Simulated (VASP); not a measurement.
# B (Im-3m) in VASP: further runs

Runs on B. Level: LDA. Tasks: single point.

Everything below comes from runs of VASP 6.6.1. Logs are shortened: lines on timing, memory, paths and dates and some standing lists are left out, and cuts for length are marked.

### Step 1. The cell of the first run

It takes space group Im-3m (No. 229, cubic). The conventional cell has a = 2.250 Å, b = 2.250 Å, c = 2.250 Å, α = 90.00°, β = 90.00°, γ = 90.00°. Within 2.6 Å of B (site symmetry m-3m) lie 14 B at 1.95 to 2.25 Å.

### Step 2. Single point, LDA (volume scaled by 0.96)

INCAR reads:

```
  PREC = Accurate
  ENCUT = 520
  EDIFF = 1E-6
  ISMEAR = -1
  SIGMA = 0.1
  LREAL = False
  LASPH = True
  NELM = 80
  ALGO = Normal
  ISIF = 2
  LWAVE = False
  LCHARG = False
  NBANDS = 8
```

KPOINTS reads:

```
Automatic mesh
0
Gamma
  22 22 22
```

POSCAR reads:

```
B
1.0
   -1.1251502513      1.1251502513      1.1251502513
    1.1251502513     -1.1251502513      1.1251502513
    1.1251502513      1.1251502513     -1.1251502513
B
1
Direct
    0.0000000000      0.0000000000      0.0000000000
```

Potentials or basis: VASP PAW LDA potentials, release 64 (B).

Started as:

```
$ cat potpaw_LDA.64/B/POTCAR > POTCAR
$ mpirun -np 1 vasp_std > vasp.out
```

OUTCAR:

```text
PREC = Accurate
   ENCUT = 520
   EDIFF = 1E-6
   ISMEAR = -1
   LREAL = False
   LASPH = True
   NELM = 80
   ISIF = 2

 ion  position               nearest neighbor table
   1  0.000  0.000  0.000-

  LATTYP: Found a body centered cubic cell.
 ALAT       =     2.2503005026

  Lattice vectors:

 A1 = (  -1.1251502513,   1.1251502513,   1.1251502513)
 A2 = (   1.1251502513,  -1.1251502513,   1.1251502513)
 A3 = (   1.1251502513,   1.1251502513,  -1.1251502513)

Analysis of symmetry for initial positions (statically):
=====================================================================
 Subroutine PRICEL returns:
 Original cell was already a primitive cell.

 Routine SETGRP: Setting up the symmetry group for a
 body centered cubic supercell.

 Subroutine GETGRP returns: Found 48 space group operations
 (whereof 48 operations were pure point group operations)
 out of a pool of 48 trial point group operations.

The static configuration has the point symmetry O_h .

Analysis of symmetry for dynamics (positions and initial velocities):
=====================================================================
 Subroutine PRICEL returns:
 Original cell was already a primitive cell.

 Routine SETGRP: Setting up the symmetry group for a
 body centered cubic supercell.

 Subroutine GETGRP returns: Found 48 space group operations
 (whereof 48 operations were pure point group operations)
 out of a pool of 48 trial point group operations.

The dynamic configuration has the point symmetry O_h .

 Subroutine INISYM returns: Found 48 space group operations
 (whereof 48 operations are pure point group operations),
 and found     1 'primitive' translations

----------------------------------------------------------------------------------------

                                     Primitive cell

  volume of cell :       5.6976

  direct lattice vectors                    reciprocal lattice vectors
    -1.125150251  1.125150251  1.125150251     0.000000000  0.444385094  0.444385094
     1.125150251 -1.125150251  1.125150251     0.444385094  0.000000000  0.444385094
     1.125150251  1.125150251 -1.125150251     0.444385094  0.444385094  0.000000000

  length of vectors
     1.948817401  1.948817401  1.948817401     0.628455427  0.628455427  0.628455427

  position of ions in fractional coordinates (direct lattice)
     0.000000000  0.000000000  0.000000000

  ion indices of the primitive-cell ions
   primitive index   ion index
                 1           1

----------------------------------------------------------------------------------------

 KPOINTS: Automatic mesh

Automatic generation of k-mesh.
 Grid dimensions read from file:
 generate k-points for:   22   22   22

 Generating k-lattice:

  Cartesian coordinates                     Fractional coordinates (reciprocal lattice)
     0.000000000  0.020199322  0.020199322     0.045454545  0.000000000  0.000000000
     0.020199322  0.000000000  0.020199322     0.000000000  0.045454545  0.000000000
     0.020199322  0.020199322  0.000000000     0.000000000  0.000000000  0.045454545

  Length of vectors
     0.028566156  0.028566156  0.028566156

  Shift w.r.t. Gamma in fractional coordinates (k-lattice)
     0.000000000  0.000000000  0.000000000

 Subroutine IBZKPT returns following result:
 ===========================================

 Found    328 irreducible k-points:

 Following reciprocal coordinates:
            Coordinates               Weight
  0.000000  0.000000  0.000000      1.000000
  0.045455  0.000000  0.000000     12.000000
  0.090909  0.000000  0.000000     12.000000
  0.136364  0.000000  0.000000     12.000000
  0.181818  0.000000  0.000000     12.000000
  0.227273  0.000000  0.000000     12.000000
[... 16 lines left out ...]
  0.090909  0.090909  0.000000     24.000000
  0.136364  0.090909  0.000000     48.000000
 [... further k-points ...]
   k-points           NKPTS =    328   k-points in BZ     NKDIM =    328   number of bands    NBANDS=      8
   number of dos      NEDOS =    301   number of ions     NIONS =      1
   total plane-waves  NPLWV =   2744
   dimension x,y,z NGX =    14 NGY =   14 NGZ =   14
   dimension x,y,z NGXF=    28 NGYF=   28 NGZF=   28
   ions per type =               1
   NGX,Y,Z   is equivalent  to a cutoff of  11.94, 11.94, 11.94 a.u.
   NGXF,Y,Z  is equivalent  to a cutoff of  23.89, 23.89, 23.89 a.u.
 SYSTEM =  unknown system
   PREC   = accura    normal or accurate (medium, high low for compatibility)
   ISTART =      0    job   : 0-new  1-cont  2-samecut
   ICHARG =      2    charge: 1-file 2-atom 10-const
   ISPIN  =      1    spin polarized calculation?
   LNONCOLLINEAR =      F non collinear calculations
   LSORBIT =      F    spin-orbit coupling
   LASPH  =      T    aspherical Exc in radial PAW
   ENCUT  =  520.0 eV  38.22 Ry    6.18 a.u.   3.62  3.62  3.62*2*pi/ulx,y,z
   NELM   =     80;   NELMIN=  2; NELMDL= -5     # of ELM steps
   EDIFF  = 0.1E-05   stopping-criterion for ELM
   LREAL  =      F    real-space projection
   EDIFFG = 0.1E-04   stopping-criterion for IOM
   NSW    =      0    number of steps for IOM
   IBRION =     -1    ionic relax: 0-MD 1-quasi-New 2-CG
   NFREE  =      0    steps in history (QN), initial steepest desc. (CG)
   ISIF   =      2    stress and relaxation
   ISYM   =      2    0-nonsym 1-usesym 2-fastsym
   POTIM  = 0.5000    time-step for ionic-motion
   TEBEG  =    0.0;   TEEND  =   0.0 temperature during run
   PSTRESS=    0.0 pullay stress
   NELECT =       3.0000    total number of electrons
   NUPDOWN=      -1.0000    fix difference up-down
   EMIN   =  10.00;   EMAX   =-10.00  energy-range for DOS
   EFERMI =   0.00;   METHOD = LEGACY
   ISMEAR =    -1;   SIGMA  =   0.10  broadening in eV -4-tet -1-fermi 0-gaus
   EFERMI_NEDOS =   21; number of points for ismear=-14 and -15
   IALGO  =     38    algorithm
   IMIX   =      4    mixing-type and parameters
     AMIX     =   0.40;   BMIX     =  1.00
     AMIX_MAG =   1.60;   BMIX_MAG =  1.00
  volume/ion in A,a.u.               =       5.70        38.45
  Fermi-wavevector in a.u.,A,eV,Ry     =   1.321959  2.498141 23.777218  1.747576
  Thomas-Fermi vector in A             =   2.451675
   LORBIT       =      0    0 simple, 1 ext, 2 COOP (PROOUT), +10 PAW based schemes
   GGA     = CA    functional components
   LHFCALC =     F    Hartree Fock is set to
   AEXX    =    0.0000 exact exchange contribution
   IVDW    =     0    specifies the selected vdW correction
   LEPSILON=     F    determine dielectric tensor
   LRPA    =     F    only Hartree local field effects (RPA)
 non-spin polarized calculation
  energy-cutoff  :      520.00
  volume of cell :        5.70
 maximum number of plane-waves:       164
   NGX =  7   NGY =  7   NGZ =  7

 number of electron       3.0000000 magnetization

 Free energy of the ion-electron system (eV)
  ---------------------------------------------------
  ext. energy  EPLUGINS =         0.00000000
  ---------------------------------------------------
  free energy    TOTEN  =        -5.73447012 eV

  energy without entropy =       -5.72762902  energy(sigma->0) =       -5.73104957

 E-fermi :  11.1623     XC(G=0): -13.1805

 val. band max:       11.1318107444   @ k =  -0.4545   0.5000   0.4091
 cond. band min:      11.1647644965   @ k =   0.2727   0.2273   0.1818
 fundamental gap:      0.0329537521
 Fermi energy:        11.1623064984

 k-point     1 :       0.0000    0.0000    0.0000
  band No.  band energies     occupation
      1      -8.2512      2.00000
      2      27.4258      0.00000
      3      27.4258      0.00000
      4      27.4258      0.00000
      5      46.5204      0.00000
      6      46.5204      0.00000
      7      46.5204      0.00000
      8      50.4867      0.00000

 k-point     2 :       0.0455    0.0000    0.0000
  band No.  band energies     occupation
      1      -8.1551      2.00000
      2      27.1119      0.00000
      3      27.1775      0.00000
      4      27.3648      0.00000
      5      45.5439      0.00000
      6      45.5467      0.00000
      7      47.0009      0.00000
      8      48.9349      0.00000

 k-point     3 :       0.0909    0.0000    0.0000
  band No.  band energies     occupation
      1      -7.8667      2.00000
      2      26.1549      0.00000
      3      26.5054      0.00000
      4      27.1845      0.00000
      5      43.1615      0.00000
      6      43.7143      0.00000
      7      48.3191      0.00000
      8      48.3684      0.00000

 k-point     4 :       0.1364    0.0000    0.0000
  band No.  band energies     occupation
      1      -7.3864      2.00000
      2      24.5524      0.00000
      3      25.5705      0.00000
      4      26.8967      0.00000
      5      41.0489      0.00000
      6      41.8354      0.00000
      7      47.5702      0.00000
      8      49.9230      0.00000

 k-point     5 :       0.1818    0.0000    0.0000
  band No.  band energies     occupation
      1      -6.7148      2.00000
      2      22.3941      0.00000
      3      24.5303      0.00000
      4      26.5222      0.00000
      5      39.5941      0.00000
      6      40.1032      0.00000
      7      47.2500      0.00000
      8      51.2564      0.00000

 k-point     6 :       0.2273    0.0000    0.0000
  band No.  band energies     occupation
      1      -5.8538      2.00000
      2      19.8653      0.00000
      3      23.4992      0.00000
      4      26.0923      0.00000
      5      38.5729      0.00000
      6      38.7280      0.00000
      7      47.3433      0.00000
      8      52.8959      0.00000

 k-point     7 :       0.2727    0.0000    0.0000
  band No.  band energies     occupation
      1      -4.8074      2.00000
      2      17.1663      0.00000
      3      22.5517      0.00000
      4      25.6456      0.00000
      5      37.2649      0.00000
      6      38.2944      0.00000
      7      47.8130      0.00000
      8      54.7115      0.00000

 k-point     8 :       0.3182    0.0000    0.0000
  band No.  band energies     occupation
      1      -3.5848      2.00000
      2      14.4554      0.00000
      3      21.7345      0.00000
      4      25.2211      0.00000
      5      36.1886      0.00000
      6      38.1492      0.00000
      7      48.6029      0.00000
      8      56.2816      0.00000

 k-point     9 :       0.3636    0.0000    0.0000
  band No.  band energies     occupation
      1      -2.2073      2.00000
      2      11.8502      0.00206
      3      21.0766      0.00000
      4      24.8537      0.00000
      5      35.3481      0.00000
      6      38.1773      0.00000
      7      49.6312      0.00000
      8      56.4550      0.00000

 k-point    10 :       0.4091    0.0000    0.0000
  band No.  band energies     occupation
      1      -0.7315      2.00000
      2       9.4655      2.00000
      3      20.5963      0.00000
      4      24.5718      0.00000
      5      34.7468      0.00000
      6      38.2818      0.00000
      7      50.7622      0.00000
      8      55.8459      0.00000
[... 78 lines left out ...]
 k-point    18 :       0.2727    0.0455    0.0000
  band No.  band energies     occupation
      1      -4.1446      2.00000
      2      15.8510      0.00000
      3      21.8654      0.00000
      4      25.0670      0.00000
      5      37.1239      0.00000
      6      38.2596      0.00000
      7      48.1662      0.00000
      8      55.8802      0.00000

 k-point    19 :       0.3182    0.0455    0.0000
  band No.  band energies     occupation
      1      -2.8397      2.00000
      2      13.1817      0.00000
      3      21.1291      0.00000
      4      24.6319      0.00000
      5      36.2529      0.00000
      6      38.2485      0.00000
      7      49.0669      0.00000
      8      56.6670      0.00000

 k-point    20 :       0.3636    0.0455    0.0000
  band No.  band energies     occupation
      1      -1.4001      2.00000
      2      10.6697      1.98560
      3      20.5627      0.00000
      4      24.2767      0.00000
      5      35.5928      0.00000
      6      38.3544      0.00000
      7      50.1484      0.00000
      8      55.9571      0.00000

 k-point    21 :       0.4091    0.0455    0.0000
  band No.  band energies     occupation
      1       0.0763      2.00000
      2       8.4582      2.00000
      3      20.1789      0.00000
      4      24.0265      0.00000
      5      35.1498      0.00000
      6      38.4884      0.00000
      7      51.2501      0.00000
      8      55.1661      0.00000

 k-point    22 :       0.4545    0.0455    0.0000
  band No.  band energies     occupation
      1       1.2445      2.00000
      2       6.9169      2.00000
      3      19.9853      0.00000
      4      23.8975      0.00000
      5      34.9275      0.00000
      6      38.5770      0.00000
      7      52.0572      0.00000
      8      54.6323      0.00000

 k-point    23 :       0.0909    0.0909    0.0000
  band No.  band energies     occupation
      1      -7.0982      2.00000
      2      24.1159      0.00000
      3      24.8172      0.00000
      4      26.3357      0.00000
      5      40.3889      0.00000
      6      41.2474      0.00000
      7      47.1501      0.00000
      8      50.7591      0.00000

 k-point    24 :       0.1364    0.0909    0.0000
  band No.  band energies     occupation
      1      -6.4266      2.00000
      2      22.3866      0.00000
      3      23.4669      0.00000
      4      25.7826      0.00000
      5      39.3324      0.00000
      6      40.1926      0.00000
      7      47.1909      0.00000
      8      52.0415      0.00000

 [... further k-points ...]
[... 5 lines left out ...]
  --------------------------------------------------------------------------------------
  -------------------------------------------------------------------------------------
  Total        0.4109020      0.4109020      0.4109020      0.0000000      0.0000000      0.0000000
  in kB      115.5466343    115.5466343    115.5466343      0.0000000      0.0000000      0.0000000
  external PRESSURE =     115.5466343 kB  Pullay stress =       0.0000000 kB

 VOLUME and BASIS-vectors are now :
 -----------------------------------------------------------------------------
  energy-cutoff  :      520.00
  volume of cell :        5.70
      direct lattice vectors                 reciprocal lattice vectors
    -1.125150251  1.125150251  1.125150251     0.000000000  0.444385094  0.444385094
     1.125150251 -1.125150251  1.125150251     0.444385094  0.000000000  0.444385094
     1.125150251  1.125150251 -1.125150251     0.444385094  0.444385094  0.000000000

 POSITION                                       TOTAL-FORCE (eV/Angst)
 -----------------------------------------------------------------------------------
      0.00000      0.00000      0.00000         0.000000      0.000000      0.000000
 -----------------------------------------------------------------------------------
    total drift:                               -0.000000      0.000000      0.000000

  FREE ENERGIE OF THE ION-ELECTRON SYSTEM (eV)
  ---------------------------------------------------
  free  energy   TOTEN  =        -5.7344701204 eV

  energy  without entropy=       -5.7276290234  energy(sigma->0) =       -5.73104957
```

Run time: 2.9 s. Hardware: 1 thread of Intel Xeon 6975P-C (Granite Rapids), shared host; peak memory 0.11 GiB.

What came out:

| Item | Value |
| --- | --- |
| Free energy | -5.7345 eV |
| Pressure | 11.6 GPa |

Levels at points of the mesh, in eV from the Fermi level:
```
           k point  band 1  band 2  band 3  band 4  band 5
(0.00, 0.00, 0.00)  -19.41   16.26   16.26   16.26   35.36
(0.50, 0.00, 0.00)   -9.81   -4.53    9.04   13.17   23.10
(0.50, 0.50, 0.50)    0.28    0.28    0.28   10.50   10.50
```

(Part 1 of 2 ends here.)
